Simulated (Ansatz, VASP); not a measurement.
# One calculation of Ti, two programs

```
CELL_PARAMETERS angstrom
0.00000 2.00041 4.82035
1.84673 0.00000 4.82035
1.84673 2.00041 0.00000
ATOMIC_POSITIONS crystal
Ti 0.85106 0.85106 0.14894
Ti 0.14894 0.14894 0.85106
```

Alike in both runs: functional PBEsol; k mesh 22 × 22 × 22; occupations gaussian, width 0.1 eV; no spin polarisation.

Ansatz relaxed the structure, and its values are those at the end. VASP's run is a single point on that final structure, the one shown.

```csv
,VASP,Ansatz
version,VASP 6.6.1,Ansatz 0.2.0
potentials or method,"VASP PAW PBE potentials, release 64 (Ti_sv), cutoff 520 eV","scalar-relativistic, plane waves, PAW"
valence electrons in the cell,24,24
```

|  | VASP | Ansatz | Ansatz less VASP |
| --- | --- | --- | --- |
| gap on the k mesh at the Fermi level (eV) | none | none | - |
| pressure (GPa) | -0.7 | 0.0 | +0.73 |
| rms of the force components (eV/Å) | 0.011 | 0.000 | -0.0110 |

VASP's potentials were made for PBE, not for PBEsol. A gap of «none» marks a metal or a gap that the smearing closes.
